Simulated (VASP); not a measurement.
# CrSi6Mo2 (Immm) in VASP: single point with PBE

Aim: the single point of CrSi6Mo2 with PBE.

All numbers are computed with VASP 6.6.1; they aren't measurements. Logs are shortened: lines on timing, memory, paths and dates and some standing lists are left out, and cuts for length are marked.

### 1 The cell of the first run

Symmetry: Immm, No. 71, orthorhombic system. Conventional cell: a = 3.181 Å, b = 7.766 Å, c = 9.522 Å, α = 90.00°, β = 90.00°, γ = 90.00°. Within 3.4 Å of Cr (site symmetry mmm) lie 10 Si at 2.55 to 2.57 Å and 2 Mo at 3.17 Å and 2 Cr at 3.18 Å. Si (site symmetry m) has 9 Si at 2.51 to 3.22 Å and 2 Cr at 2.55 Å and 3 Mo at 2.60 to 2.63 Å within 3.3 Å. Within 3.4 Å of Si (site symmetry m2m) lie 1 Cr at 2.57 Å and 9 Si at 2.57 to 3.22 Å and 4 Mo at 2.60 Å. Mo (site symmetry mm2) has 10 Si at 2.60 to 2.63 Å and 3 Mo at 3.17 to 3.18 Å and 1 Cr at 3.17 Å within 3.4 Å.

### 2 Single point, PBE, collinear spin, ferromagnetic start

The input, INCAR:

```
SYSTEM = CrSi6Mo2
ALGO = Normal
EDIFF = 1E-6
ENCUT = 520
GGA = PE
ISIF = 2
ISMEAR = 0
ISPIN = 2
LASPH = .TRUE.
LCHARG = .FALSE.
LMAXMIX = 4
LORBIT = 11
LREAL = .FALSE.
LWAVE = .FALSE.
MAGMOM = 3 0 0 0 0 0 0 1 1
NBANDS = 46
NELM = 150
PREC = Accurate
SIGMA = 0.1
```

The input, KPOINTS:

```
k-points
0
G
  6 6 6
  0 0 0
```

The input, POSCAR:

```
CrSi6Mo2
1.0
   -1.5904889000      3.8830397000      4.7608827000
    1.5904889000     -3.8830397000      4.7608827000
    1.5904889000      3.8830397000     -4.7608827000
Cr Si Mo
1 6 2
Direct
    0.5000000000      0.5000000000      0.0000000000
    0.1760080000      0.8378840000      0.3381240000
    0.8305660000      0.5000000000      0.3305660000
    0.5002400000      0.1621160000      0.3381240000
    0.4997600000      0.8378840000      0.6618760000
    0.1694340000      0.5000000000      0.6694340000
    0.8239920000      0.1621160000      0.6618760000
    0.8334120000      0.8334120000      0.0000000000
    0.1665880000      0.1665880000      0.0000000000
```

Potentials or basis: VASP PAW PBE potentials, release 64 (Cr_pv, Si, Mo_sv).

Run with:

```bash
$ cat potpaw_PBE.64/Cr_pv/POTCAR potpaw_PBE.64/Si/POTCAR potpaw_PBE.64/Mo_sv/POTCAR > POTCAR
$ mpirun -np 1 vasp_std > vasp.out
```

OUTCAR:

```text
SYSTEM = CrSi6Mo2
   EDIFF = 1E-6
   ENCUT = 520
   GGA = PE
   ISIF = 2
   ISMEAR = 0
   ISPIN = 2
   LASPH = .TRUE.
   LORBIT = 11
   LREAL = .FALSE.
   NELM = 150
   PREC = Accurate

 ion  position               nearest neighbor table
   1  0.500  0.500  0.000-   7 2.55   4 2.55   5 2.55   2 2.55   7 2.55   4 2.55   5 2.55   2 2.55
                             3 2.57   6 2.57   9 3.17   8 3.17
   2  0.176  0.838  0.338-   5 2.51   1 2.55   1 2.55   6 2.57   6 2.57   9 2.60   9 2.60   8 2.63
                             7 2.68   7 2.68   4 3.09
   3  0.831  0.500  0.331-   1 2.57   7 2.57   5 2.57   5 2.57   7 2.57   9 2.60   8 2.60   8 2.60
                             9 2.60   6 2.63
   4  0.500  0.162  0.338-   7 2.51   1 2.55   1 2.55   6 2.57   6 2.57   8 2.60   8 2.60   9 2.63
                             5 2.68   5 2.68   2 3.09
   5  0.500  0.838  0.662-   2 2.51   1 2.55   1 2.55   3 2.57   3 2.57   9 2.60   9 2.60   8 2.63
                             4 2.68   4 2.68   7 3.09
   6  0.169  0.500  0.669-   1 2.57   4 2.57   4 2.57   2 2.57   2 2.57   8 2.60   9 2.60   9 2.60
                             8 2.60   3 2.63
   7  0.824  0.162  0.662-   4 2.51   1 2.55   1 2.55   3 2.57   3 2.57   8 2.60   8 2.60   9 2.63
                             2 2.68   2 2.68   5 3.09
   8  0.833  0.833  0.000-   7 2.60   4 2.60   7 2.60   4 2.60   6 2.60   3 2.60   3 2.60   6 2.60
                             2 2.63   5 2.63   9 3.17   1 3.17
   9  0.167  0.167  0.000-   5 2.60   2 2.60   5 2.60   2 2.60   3 2.60   3 2.60   6 2.60   6 2.60
                             7 2.63   4 2.63   8 3.17   1 3.17

  LATTYP: Found a body centered orthorhombic cell.
 ALAT       =     3.1809778000
 B/A-ratio  =     2.4414126373
 C/A-ratio  =     2.9933454424

  Lattice vectors:

 A1 = (  -1.5904889000,   3.8830397000,   4.7608827000)
 A2 = (   1.5904889000,  -3.8830397000,   4.7608827000)
 A3 = (   1.5904889000,   3.8830397000,  -4.7608827000)

Analysis of symmetry for initial positions (statically):
=====================================================================
 Subroutine PRICEL returns:
 Original cell was already a primitive cell.

 Routine SETGRP: Setting up the symmetry group for a
 body centered orthorhombic supercell.

 Subroutine GETGRP returns: Found  8 space group operations
 (whereof  8 operations were pure point group operations)
 out of a pool of  8 trial point group operations.

The static configuration has the point symmetry D_2h.

Analysis of symmetry for dynamics (positions and initial velocities):
=====================================================================
 Subroutine PRICEL returns:
 Original cell was already a primitive cell.

 Routine SETGRP: Setting up the symmetry group for a
 body centered orthorhombic supercell.

 Subroutine GETGRP returns: Found  8 space group operations
 (whereof  8 operations were pure point group operations)
 out of a pool of  8 trial point group operations.

The dynamic configuration has the point symmetry D_2h.

Analysis of structural, dynamic, and magnetic symmetry:
=====================================================================
 Subroutine PRICEL returns:
 Original cell was already a primitive cell.

 Routine SETGRP: Setting up the symmetry group for a
 body centered orthorhombic supercell.

 Subroutine GETGRP returns: Found  8 space group operations
 (whereof  8 operations were pure point group operations)
 out of a pool of  8 trial point group operations.

The overall configuration has the point symmetry D_2h.

 Subroutine INISYM returns: Found  8 space group operations
 (whereof  8 operations are pure point group operations),
 and found     1 'primitive' translations

----------------------------------------------------------------------------------------

                                     Primitive cell

  volume of cell :     117.6115

  direct lattice vectors                    reciprocal lattice vectors
    -1.590488900  3.883039700  4.760882700     0.000000000  0.128765101  0.105022541
     1.590488900 -3.883039700  4.760882700     0.314368745  0.000000000  0.105022541
     1.590488900  3.883039700 -4.760882700     0.314368745  0.128765101  0.000000000

  length of vectors
     6.346152877  6.346152877  6.346152877     0.166163129  0.331447495  0.339717764

  position of ions in fractional coordinates (direct lattice)
     0.500000000  0.500000000  0.000000000
     0.176008000  0.837884000  0.338124000
     0.830566000  0.500000000  0.330566000
     0.500240000  0.162116000  0.338124000
     0.499760000  0.837884000  0.661876000
     0.169434000  0.500000000  0.669434000
     0.823992000  0.162116000  0.661876000
     0.833412000  0.833412000  0.000000000
     0.166588000  0.166588000  0.000000000

  ion indices of the primitive-cell ions
   primitive index   ion index
                 1           1
                 2           2
                 3           3
                 4           4
                 5           5
                 6           6
                 7           7
                 8           8
                 9           9

----------------------------------------------------------------------------------------

 KPOINTS: k-points

Automatic generation of k-mesh.
 Grid dimensions read from file:
 generate k-points for:    6    6    6

 Generating k-lattice:

  Cartesian coordinates                     Fractional coordinates (reciprocal lattice)
     0.000000000  0.021460850  0.017503757     0.166666667  0.000000000 -0.000000000
     0.052394791  0.000000000  0.017503757     0.000000000  0.166666667  0.000000000
     0.052394791  0.021460850  0.000000000    -0.000000000  0.000000000  0.166666667

  Length of vectors
     0.027693855  0.055241249  0.056619627

  Shift w.r.t. Gamma in fractional coordinates (k-lattice)
     0.000000000  0.000000000  0.000000000

 Subroutine IBZKPT returns following result:
 ===========================================

 Found     46 irreducible k-points:

 Following reciprocal coordinates:
            Coordinates               Weight
  0.000000  0.000000  0.000000      1.000000
  0.166667 -0.000000  0.000000      4.000000
  0.333333 -0.000000  0.000000      4.000000
  0.500000 -0.000000  0.000000      2.000000
 -0.000000  0.166667  0.000000      4.000000
  0.166667  0.166667  0.000000      8.000000
[... 16 lines left out ...]
 -0.166667  0.166667  0.166667      2.000000
  0.166667  0.333333  0.166667      4.000000
 [... further k-points ...]
   k-points           NKPTS =     46   k-points in BZ     NKDIM =     46   number of bands    NBANDS=     46
   number of dos      NEDOS =    301   number of ions     NIONS =      9
   total plane-waves  NPLWV = 110592
   dimension x,y,z NGX =    48 NGY =   48 NGZ =   48
   dimension x,y,z NGXF=    96 NGYF=   96 NGZF=   96
   ions per type =               1   6   2
   NGX,Y,Z   is equivalent  to a cutoff of  12.57, 12.57, 12.57 a.u.
   NGXF,Y,Z  is equivalent  to a cutoff of  25.15, 25.15, 25.15 a.u.
 SYSTEM =  CrSi6Mo2
   PREC   = accura    normal or accurate (medium, high low for compatibility)
   ISTART =      0    job   : 0-new  1-cont  2-samecut
   ICHARG =      2    charge: 1-file 2-atom 10-const
   ISPIN  =      2    spin polarized calculation?
   LNONCOLLINEAR =      F non collinear calculations
   LSORBIT =      F    spin-orbit coupling
   LASPH  =      T    aspherical Exc in radial PAW
   ENCUT  =  520.0 eV  38.22 Ry    6.18 a.u.  11.80 11.80 11.80*2*pi/ulx,y,z
   NELM   =    150;   NELMIN=  2; NELMDL= -5     # of ELM steps
   EDIFF  = 0.1E-05   stopping-criterion for ELM
   LREAL  =      F    real-space projection
   EDIFFG = 0.1E-04   stopping-criterion for IOM
   NSW    =      0    number of steps for IOM
   IBRION =     -1    ionic relax: 0-MD 1-quasi-New 2-CG
   NFREE  =      0    steps in history (QN), initial steepest desc. (CG)
   ISIF   =      2    stress and relaxation
   ISYM   =      2    0-nonsym 1-usesym 2-fastsym
   POTIM  = 0.5000    time-step for ionic-motion
   TEBEG  =    0.0;   TEEND  =   0.0 temperature during run
   PSTRESS=    0.0 pullay stress
   NELECT =      64.0000    total number of electrons
   NUPDOWN=      -1.0000    fix difference up-down
   EMIN   =  10.00;   EMAX   =-10.00  energy-range for DOS
   EFERMI =   0.00;   METHOD = LEGACY
   ISMEAR =     0;   SIGMA  =   0.10  broadening in eV -4-tet -1-fermi 0-gaus
   EFERMI_NEDOS =   21; number of points for ismear=-14 and -15
   IALGO  =     38    algorithm
   IMIX   =      4    mixing-type and parameters
     AMIX     =   0.40;   BMIX     =  1.00
     AMIX_MAG =   1.60;   BMIX_MAG =  1.00
  volume/ion in A,a.u.               =      13.07        88.19
  Fermi-wavevector in a.u.,A,eV,Ry     =   1.336549  2.525711 24.304942  1.786363
  Thomas-Fermi vector in A             =   2.465167
   LORBIT       =     11    0 simple, 1 ext, 2 COOP (PROOUT), +10 PAW based schemes
   GGA     = PE    functional components
   LHFCALC =     F    Hartree Fock is set to
   AEXX    =    0.0000 exact exchange contribution
   IVDW    =     0    specifies the selected vdW correction
   LEPSILON=     F    determine dielectric tensor
   LRPA    =     F    only Hartree local field effects (RPA)
 spin polarized calculation
 Gauss-broadening in eV      SIGMA  =   0.10
  energy-cutoff  :      520.00
  volume of cell :      117.61
 maximum number of plane-waves:      3186
   NGX = 23   NGY = 23   NGZ = 23

 number of electron      64.0000006 magnetization      -0.0002079

 number of electron      64.0000006 magnetization       0.0000880

 Free energy of the ion-electron system (eV)
  ---------------------------------------------------
  ext. energy  EPLUGINS =         0.00000000
  ---------------------------------------------------
  free energy    TOTEN  =       -67.85946431 eV

  energy without entropy =      -67.85650198  energy(sigma->0) =      -67.85798314

 E-fermi :  12.0021     XC(G=0): -12.3831

 val. band max:       11.8875593525   @ k =  -0.1667  -0.3333   0.1667
 cond. band min:      12.0449013184   @ k =   0.1667  -0.0000   0.0000
 fundamental gap:      0.1573419660
 Fermi energy:        12.0021306488

 spin component 1

 k-point     1 :       0.0000    0.0000    0.0000
  band No.  band energies     occupation
      1     -48.7037      1.00000
      2     -48.6931      1.00000
      3     -31.0338      1.00000
      4     -31.0275      1.00000
      5     -30.9200      1.00000
      6     -22.9948      1.00000
[... 1117 lines left out ...]
     43      15.7053      0.00000
     44      16.0973      0.00000

 [... further k-points ...]

 spin component 2

 k-point     1 :       0.0000    0.0000    0.0000
  band No.  band energies     occupation
      1     -48.7037      1.00000
      2     -48.6931      1.00000
      3     -31.0338      1.00000
      4     -31.0275      1.00000
      5     -30.9200      1.00000
      6     -22.9948      1.00000
[... 1117 lines left out ...]
     43      15.7053      0.00000
     44      16.0973      0.00000

 [... further k-points ...]

 [bands above 44 left out]

------------------------ aborting loop because EDIFF is reached ----------------------------------------

  FORCE on cell =-STRESS in cart. coord.  units (eV):
  Direction    XX          YY          ZZ          XY          YZ          ZX
  --------------------------------------------------------------------------------------
  -------------------------------------------------------------------------------------
  Total        0.2197211      0.0729108     -0.2154624     -0.0000000      0.0000000      0.0000000
  in kB        2.9931771      0.9932368     -2.9351621     -0.0000000      0.0000000      0.0000000
  external PRESSURE =       0.3504172 kB  Pullay stress =       0.0000000 kB

 VOLUME and BASIS-vectors are now :
 -----------------------------------------------------------------------------
  energy-cutoff  :      520.00
  volume of cell :      117.61
      direct lattice vectors                 reciprocal lattice vectors
    -1.590488900  3.883039700  4.760882700     0.000000000  0.128765101  0.105022541
     1.590488900 -3.883039700  4.760882700     0.314368745  0.000000000  0.105022541
     1.590488900  3.883039700 -4.760882700     0.314368745  0.128765101  0.000000000

 POSITION                                       TOTAL-FORCE (eV/Angst)
 -----------------------------------------------------------------------------------
      0.00000      0.00000      4.76088         0.000000     -0.000000     -0.000000
      1.59049     -1.25714      3.21725         0.000000     -0.006121      0.013710
     -0.00000      2.56720      4.76088         0.000000     -0.024898      0.000000
     -0.00000      2.62590      1.54363        -0.000000     -0.006121     -0.013710
      1.59049      1.25714      3.21725         0.000000      0.006121      0.013710
      1.59049      1.31584      0.00000         0.000000      0.024898     -0.000000
      0.00000      5.14018      1.54363        -0.000000      0.006121     -0.013710
      0.00000      0.00000      7.93555         0.000000      0.000000      0.005685
      0.00000      0.00000      1.58621        -0.000000      0.000000     -0.005685
 -----------------------------------------------------------------------------------
    total drift:                                0.000000      0.000000     -0.000000

  FREE ENERGIE OF THE ION-ELECTRON SYSTEM (eV)
  ---------------------------------------------------
  free  energy   TOTEN  =       -67.8594643065 eV

  energy  without entropy=      -67.8565019830  energy(sigma->0) =      -67.85798314

 total charge

# of ion       s       p       d       tot
------------------------------------------
    1        0.294   6.325   4.370  10.989
    2        0.742   0.873   0.000   1.615
    3        0.742   0.882   0.000   1.625
    4        0.742   0.873   0.000   1.615
    5        0.742   0.873   0.000   1.615
    6        0.742   0.882   0.000   1.625
    7        0.742   0.873   0.000   1.615
    8        2.287   6.209   4.194  12.689
    9        2.287   6.209   4.194  12.689
--------------------------------------------------
tot          9.321  23.997  12.758  46.076

 magnetization (x)

# of ion       s       p       d       tot
------------------------------------------
    1       -0.000   0.000   0.000   0.000
    2       -0.000  -0.000   0.000  -0.000
    3       -0.000   0.000   0.000   0.000
    4       -0.000  -0.000   0.000  -0.000
    5       -0.000  -0.000   0.000  -0.000
    6       -0.000   0.000   0.000   0.000
    7       -0.000  -0.000   0.000  -0.000
    8        0.000   0.000   0.000   0.000
    9        0.000   0.000   0.000   0.000
--------------------------------------------------
tot         -0.000   0.000   0.000   0.000
```

Run time: 24 min. Hardware: 1 thread of Oxide Virtual Turin-like, shared host; peak memory 0.62 GiB.

What came out:

```
Free energy                                           : -67.8595 eV
Pressure                                              : 0.0 GPa
Largest force                                         : 0.025 eV/Å
Band gap on the k mesh                                : zero (filled and empty bands overlap)
Net moment                                            : 0.00 μB per cell
Valence electrons inside the program's atomic spheres : Cr 10.99; Si 1.61, 1.62 (each value once); Mo 12.69
```

Forces in eV/Å, atoms in the order of the input:
```
Cr   0.000  0.000  0.000
Si   0.000 -0.006  0.014
Si   0.000 -0.025  0.000
Si   0.000 -0.006 -0.014
Si   0.000  0.006  0.014
Si   0.000  0.025  0.000
Si   0.000  0.006 -0.014
Mo   0.000  0.000  0.006
Mo   0.000  0.000 -0.006
```

Levels at points of the mesh, in eV from the Fermi level:
Spin up:
| k point | band 28 | band 29 | band 30 | band 31 | band 32 | band 33 | band 34 | band 35 | band 36 | band 37 |
| --- | --- | --- | --- | --- | --- | --- | --- | --- | --- | --- |
| (0.00, 0.00, 0.00) | -1.91 | -1.52 | -0.41 | -0.24 | 0.17 | 0.51 | 1.09 | 2.50 | 2.68 | 2.95 |
| (0.50, 0.00, 0.00) | -1.76 | -1.70 | -0.61 | -0.57 | -0.50 | 0.80 | 1.27 | 1.65 | 2.22 | 2.51 |
| (0.00, 0.50, 0.00) | -2.29 | -2.17 | -1.54 | -1.41 | -1.21 | 0.82 | 1.76 | 1.83 | 1.86 | 2.17 |
| (0.50, 0.50, 0.00) | -2.27 | -2.22 | -2.08 | -1.59 | -0.48 | 0.25 | 0.62 | 0.85 | 1.90 | 2.21 |
| (0.50, 0.50, 0.50) | -1.46 | -1.46 | -0.54 | -0.53 | -0.52 | -0.44 | 0.28 | 1.00 | 1.87 | 1.92 |
Spin down:
| k point | band 30 | band 31 | band 32 | band 33 | band 34 | band 35 |
| --- | --- | --- | --- | --- | --- | --- |
| (0.00, 0.00, 0.00) | -0.41 | -0.24 | 0.17 | 0.51 | 1.09 | 2.50 |
| (0.50, 0.00, 0.00) | -0.61 | -0.57 | -0.50 | 0.80 | 1.27 | 1.65 |
| (0.00, 0.50, 0.00) | -1.54 | -1.41 | -1.21 | 0.82 | 1.76 | 1.83 |
| (0.50, 0.50, 0.00) | -2.08 | -1.59 | -0.48 | 0.25 | 0.62 | 0.85 |
| (0.50, 0.50, 0.50) | -0.54 | -0.53 | -0.52 | -0.44 | 0.28 | 1.00 |

Caveat: the moments typed at the start vanished in this run.

The gap in the log of VASP goes by the Fermi energy; the results here count the filled bands.